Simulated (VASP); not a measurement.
Input of a VASP 6.6.1 run:

The input INCAR:

```
SYSTEM = HCl
PREC = Accurate
ENCUT = 520
EDIFF = 1E-6
ISMEAR = -1
SIGMA = 0.02
LREAL = Auto
LASPH = .TRUE.
NELM = 80
ALGO = Normal
ISIF = 2
LWAVE = .FALSE.
LCHARG = .FALSE.
GGA = PE
IVDW = 12
NBANDS = 56
```

File KPOINTS:

```
regular mesh
0
G
  1 1 1
  0 0 0
```

File POSCAR:

```
HCl
1.0
    7.9895700000      0.0000000000      0.0000000000
    0.0000000000      7.9895700000      0.0000000000
    0.0000000000      0.0000000000      7.9895700000
Cl H
10 10
Direct
    0.5888301874      0.5361740369      0.9149553731
    0.0355588599      0.3564397083      0.9745205311
    0.1863304283      0.7368731984      0.7148569948
    0.3818102852      0.4991257352      0.3735870641
    0.8040232453      0.8897099594      0.8174031894
    0.8274162439      0.7039427654      0.2472723814
    0.6228996054      0.1767429286      0.1499329751
    0.8025087708      0.3903589305      0.5880416593
    0.0751104252      0.1107944483      0.3707708926
    0.3782931998      0.1080784072      0.6634524762
    0.5990309866      0.3887568417      0.9941586343
    0.0358342189      0.3950900987      0.8204947200
    0.2928568121      0.6720511867      0.6013715381
    0.5258981397      0.5743488073      0.3999714628
    0.8568421079      1.0324085026      0.7461352739
    0.7380372160      0.6193199384      0.1277165104
    0.6858817183      0.0397017612      0.0862249157
    0.8825255927      0.3240474769      0.4634041632
    0.1992097197      0.0932966355      0.4706636277
    0.3310440987     -0.0464730893      0.7002880005
```

Potentials or basis: VASP PAW PBE potentials, release 64 (Cl, H).

The run is started by

```sh
$ cat potpaw_PBE.64/Cl/POTCAR potpaw_PBE.64/H/POTCAR > POTCAR
$ mpirun -np 1 vasp_gam > vasp.out
```

Problem. Estimate the dispersion energy per atom.

Solution. -0.062 eV.

Problem. What does it give for the pressure?

Solution. -0.5 GPa.

Problem. What does it give for the largest force?

Solution. 1.421 eV/Å.

Forces in eV/Å, atoms in the order of the input:
```
Cl  -0.041 -0.501  0.421
Cl   0.119 -0.250  0.656
Cl   0.788 -0.563 -0.755
Cl   0.526  0.439  0.209
Cl   0.386  1.263 -0.525
Cl  -0.825 -0.667 -0.858
Cl   0.012 -0.420  0.188
Cl  -0.015 -0.046 -0.043
Cl  -0.792 -0.033 -0.792
Cl   0.226 -0.138  0.127
H   -0.025  0.459 -0.445
H   -0.069  0.186 -0.611
H   -0.797  0.236  0.647
H   -0.412 -0.334 -0.160
H   -0.472 -1.087  0.552
H    0.752  0.781  0.824
H   -0.028  0.328 -0.078
H    0.066 -0.038  0.049
H    0.635  0.083  0.580
H   -0.031  0.302  0.015
```

Caveat: the k points lie up to 0.79 Å⁻¹ apart.
